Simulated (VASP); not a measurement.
Crystal: ZnSe (CsCl type).

```
Zn Se
1.0
     2.87982    0.00000    0.00000
     0.00000    2.87982    0.00000
     0.00000    0.00000    2.87982
Zn Se
1 1
Direct
  0.00000 0.00000 0.00000
  0.50000 0.50000 0.50000
```

- Program: VASP 6.6.1
- Task: relaxation of cell and atoms
- Functional: PBE
- Potentials or basis: VASP PAW PBE potentials, release 64 (Zn, Se)
- Cutoff: 600 eV
- k mesh: 15 × 15 × 15
- Occupations: fermi-dirac, width 0.08 eV
- Spin: no spin polarisation

At the start: pressure 83.7 GPa; volume 11.94 Å³/atom.

Question: How do energy, volume and symmetry change on relaxing?

Answer: Over 5 steps the energy falls by 1181.9 meV/atom and the volume is 18.86 Å³/atom (+57.9 %); space group Pm-3m (No. 221, to 0.1 Å) before and after.

The path:
```
step  energy change (eV)  largest force (eV/Å)  pressure (GPa)  volume (Å³)
   1              0.0000                0.0000           83.69        23.88
   2             -1.7374                0.0000           -9.67        52.59
   3             -2.3634                0.0000            0.44        37.44
   4             -2.3637                0.0000           -0.26        37.87
   5             -2.3638                0.0000           -0.01        37.72
```

Final structure:
```yaml
crystal:
  lattice:
    - [3.35363, 0.00000, 0.00000]
    - [0.00000, 3.35363, 0.00000]
    - [0.00000, 0.00000, 3.35363]
  atoms:
    - { symbol: Zn, position: [0.00000, 0.00000, 0.00000] }
    - { symbol: Se, position: [0.50000, 0.50000, 0.50000] }
```

Caveat: the volume moved by over 15 % at a fixed basis, so the end points are rough.
